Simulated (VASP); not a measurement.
# CuI: single point with PBE

Crystal: CuI.

```
Cu I
1.0
     3.66139    0.00000    0.00000
     0.00000    3.66139    0.00000
     0.00000    0.00000    3.66139
Cu I
1 1
Direct
  0.00000 0.00000 0.00000
  0.50000 0.50000 0.50000
```

| Quantity | Value |
| --- | --- |
| Program | VASP 6.6.1 |
| Task | single point |
| Functional | PBE |
| Potentials or basis | VASP PAW PBE potentials, release 64 (Cu, I) |
| Cutoff | 520 eV |
| k mesh | 8 × 8 × 8 |
| Occupations | fermi-dirac, width 0.02 eV |
| Spin | non-collinear spin, zero start, spin-orbit coupling |
| Starting moments | [[0.0, 0.0, 0.0], [0.0, 0.0, 0.0]] μB |

```json
{
  "Pressure": "-0.2 GPa",
  "Net moment": "0.00 μB per cell",
  "Valence electrons inside the program's atomic spheres": "Cu 9.70; I 4.27"
}
```

Moments on the atoms (μB; x, y, z):
```
Cu  0.00 0.00 0.00
I   0.00 0.00 0.00
```

Wall time 98 s on 1 thread of Intel(R) Xeon(R) Platinum 8259CL CPU @ 2.50GHz (Skylake/Cascade Lake), on a shared host, peak memory 0.29 GiB.
